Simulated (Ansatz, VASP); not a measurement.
# One calculation of SiC, two programs

```
Si C
1.0
     0.00000    2.21034    2.21034
     2.18986    0.02048    2.18986
     2.18986    2.18986    0.02048
Si C
1 1
Cartesian
  0.0000 0.0000 0.0000
  3.2848 3.3155 3.3155
```

Change from the starting cell: strain +0.0187 x Voigt [0, 0, 0, 1, 0, 0], atoms carried along.

Alike in both runs: task single point; functional PBE; k mesh 10 × 10 × 10; occupations gaussian, width 0.05 eV; no spin polarisation.

```csv
,VASP,Ansatz
version,VASP 6.6.1,Ansatz 0.2.0
potentials or method,"VASP PAW PBE potentials, release 64 (Si, C), cutoff 520 eV","scalar-relativistic, plane waves, PAW"
valence electrons in the cell,8,8
```

|  | VASP | Ansatz | Ansatz less VASP |
| --- | --- | --- | --- |
| gap on the k mesh at the Fermi level (eV) | 1.30 | 1.31 | +0.003 |
| least direct gap on the mesh (eV) | 4.37 | 4.37 | +0.004 |
| pressure (GPa) | 0.1 | 0.1 | +0.05 |
| traceless stress, the component that is largest in VASP (GPa) | -4.94 | -4.92 | +0.021 |
| rms of the force components (eV/Å) | 0.082 | 0.082 | +0.0001 |

Atom by atom the forces differ by 0.000 eV/Å (rms over components).
